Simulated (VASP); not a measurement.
Set up this calculation in VASP 6.6.1, as the native input.

```yaml
Task: single point
Functional: PBE
Potentials_or_basis: VASP PAW PBE potentials, release 64 (Al, H)
Cutoff: 520 eV
k_mesh: 5 × 5 × 1
Occupations: gaussian, width 0.1 eV
Spin: no spin polarisation
Dipole_correction: yes
Further_INCAR_settings: ALGO = Normal; EDIFF = 1e-06; NBANDS = 32
```

The structure of Al6H lies in POSCAR:

```
Al6H
1.0
    5.7135165837      0.0000000000      0.0000000000
    0.0000000000      5.7135165837      0.0000000000
    0.0000000000      0.0000000000     22.1746954375
Al H
12 2
Direct
    0.2500000000      0.2500000000      0.1803857921
    0.2500000000      0.7500000000      0.1803857921
    0.7500000000      0.2500000000      0.1803857921
    0.7500000000      0.7500000000      0.1803857921
    0.0000000000      0.0000000000      0.2744050924
    0.0000000000      0.5000000000      0.2744050924
    0.5000000000      0.0000000000      0.2744050924
    0.5000000000      0.5000000000      0.2744050924
    0.2500000000      0.2500000000      0.3686497278
    0.2500000000      0.7500000000      0.3686497278
    0.7500000000      0.2500000000      0.3686497278
    0.7500000000      0.7500000000      0.3686497278
    0.0000000000     -0.0568826563      0.4178048562
    0.0000000000      0.0568826563      0.4178048562
```

The input as run:

INCAR

```
PREC = Accurate
ENCUT = 520
EDIFF = 1E-6
ISMEAR = 0
SIGMA = 0.1
LREAL = False
LASPH = True
NELM = 80
ALGO = Normal
ISIF = 2
LWAVE = False
LCHARG = True
LDIPOL = True
IDIPOL = 3
DIPOL = 0.5 0.5 0.295
GGA = PE
LELF = True
LVHAR = True
LVACPOTAV = True
NBANDS = 32
```

KPOINTS

```
Automatic mesh
0
Gamma
  5 5 1
```

Potentials or basis: VASP PAW PBE potentials, release 64 (Al, H).

Launch:

```bash
$ cat potpaw_PBE.64/Al/POTCAR potpaw_PBE.64/H/POTCAR > POTCAR
$ mpirun -np 1 vasp_std > vasp.out
```

Results of the run:

```yaml
Largest_force: 6.808 eV/Å
Band_gap_on_the_k_mesh: zero (band 19 reaches -0.25 eV, above the bottom of band 20 at -0.96 eV)
```

It took 5.1 min on 1 thread of Intel(R) Xeon(R) 6975P-C (Granite Rapids), on a shared host, peak memory 0.66 GiB.
